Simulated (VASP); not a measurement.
Set up this calculation in VASP 6.6.1, as the native input.

```yaml
Task: single point
Functional: PBE
Potentials_or_basis: VASP PAW PBE potentials, release 64 (Cd, Te, Pb_d)
Cutoff: 520 eV
k_mesh: 8 × 8 × 4
Occupations: gaussian, width 0.1 eV
Spin: no spin polarisation
Dipole_correction: no
Further_INCAR_settings: ALGO = Fast; EDIFF = 1e-07; NBANDS = 42
```

The structure of CdTe2Pb3 lies in POSCAR:

```
CdTe2Pb3
1.0
    4.6095113159      0.0000000000      0.0000000000
    0.0000000000      4.6095113159      0.0000000000
    0.0000000000      0.0000000000      9.2300345105
Cd Te Pb
1 2 3
Direct
    0.5000000000      0.5000000000      0.0000000000
    0.5000000000      0.0000000000      0.3226259322
    0.0000000000      0.5000000000      0.6773740678
    0.0000000000      0.0000000000      0.0000000000
    0.5000000000      0.0000000000      0.6750427422
    0.0000000000      0.5000000000      0.3249572578
```

The input as run:

INCAR

```
ALGO     = Fast           # electronic algorithm
EDIFF    = 1E-7           # SCF threshold, eV
ENCUT    = 520            # plane-wave cutoff, eV
GGA      = PE             # functional
ISIF     = 2              # what is computed and relaxed
ISMEAR   = 0              # smearing method
LASPH    = T              # aspherical terms in the spheres
LCHARG   = F              # write CHGCAR
LREAL    = F              # projectors in reciprocal space
LWAVE    = F              # write WAVECAR
NBANDS   = 42             # bands
NELM     = 100            # most SCF steps
PREC     = Accurate       # precision mode
SIGMA    = 0.1            # smearing width, eV
```

KPOINTS

```
k-points
0
Gamma
  8 8 4
```

Potentials or basis: VASP PAW PBE potentials, release 64 (Cd, Te, Pb_d).

Command:

```sh
$ cat potpaw_PBE.64/Cd/POTCAR potpaw_PBE.64/Te/POTCAR potpaw_PBE.64/Pb_d/POTCAR > POTCAR
$ mpirun -np 1 vasp_std > vasp.out
```

It gave:

The pressure is 0.0 GPa. The band gap on the k mesh is zero (bands 33 and 34 overlap by 2.21 eV).

Caveat: spin-orbit coupling is left out, which moves the levels of the heavy elements.

Run time: 10 min on 1 thread of Intel Xeon 8259CL (shared host), peak memory 0.51 GiB.
